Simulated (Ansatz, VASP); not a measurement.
**HfMoC2 in VASP and in Ansatz**

Contents of INCAR:

```
  ALGO = Normal
  EDIFF = 1E-6
  ENCUT = 520
  GGA = PS
  ISIF = 2
  ISMEAR = -1
  LASPH = T
  LCHARG = F
  LREAL = F
  LWAVE = F
  NBANDS = 24
  NELM = 100
  PREC = Accurate
  SIGMA = 0.05
```

File KPOINTS:

```
k-points
0
Gamma
  8 8 6
```

POSCAR

```
HfMoC2
1.0
    3.1914230000      0.0000000000      0.0000000000
    0.0000000000      3.1914230000      0.0000000000
    0.0000000000      0.0000000000      4.3057574400
Hf Mo C
1 1 2
Direct
    0.0000000000      0.0000000000      0.0000000000
    0.5000000000      0.5000000000      0.5000000000
    0.5000000000      0.5000000000      0.0000000000
    0.0000000000      0.0000000000      0.5000000000
```

The input input.yaml:

```yaml
crystal:
  lattice:
    - [3.191423, 0.0, 0.0]
    - [0.0, 3.191423, 0.0]
    - [0.0, 0.0, 4.30575744]
  atoms:
    - { symbol: Hf, position: [0.0, 0.0, 0.0] }
    - { symbol: Mo, position: [0.5, 0.5, 0.5] }
    - { symbol: C, position: [0.5, 0.5, 0.0] }
    - { symbol: C, position: [0.0, 0.0, 0.5] }
kpoints:
  mp_grid: { grid: [8, 8, 6] }
  band_path:
    path:
      - [0.0, 0.0, 0.0]
      - [0.0, 0.5, 0.0]
      - [0.5, 0.5, 0.0]
      - [0.0, 0.0, 0.0]
      - [0.0, 0.0, 0.5]
      - [0.0, 0.5, 0.5]
      - [0.5, 0.5, 0.5]
      - [0.0, 0.0, 0.5]
    npoints: 12
scf:
  occupations: { method: fermi_dirac, width: 0.05 }
hamiltonian:
  xc: pbesol
  pseudopotentials: { kind: all_electron, lapw: { basis_error: 0.002 } }
output:
  forces: true
  stress: true
  eigenvalues: true
```

Change from the starting cell: strain_z = -0.04.

Alike in both runs: functional PBEsol; k mesh 8 × 8 × 6; occupations fermi-dirac, width 0.05 eV; no spin polarisation.

|  | VASP | Ansatz |
| --- | --- | --- |
| version | VASP 6.6.1 | Ansatz 0.2.0 |
| potentials or method | VASP PAW PBE potentials, release 64 (Hf_pv, Mo_sv, C), cutoff 520 eV | all-electron LAPW, scalar-relativistic |
| task | single point | band structure |

|  | VASP | Ansatz | Ansatz less VASP |
| --- | --- | --- | --- |
| gap on the k mesh at the Fermi level (eV) | none | none | - |
| pressure (GPa) | 3.9 | 3.7 | -0.24 |
| traceless stress, the component that is largest in VASP (GPa) | 14.50 | 14.24 | -0.260 |

VASP's potentials were made for PBE, not for PBEsol. A gap of «none» marks a metal or a gap that the smearing closes. Ansatz ran all-electron here, and VASP with PAW potentials.

Spin-orbit coupling is off throughout.
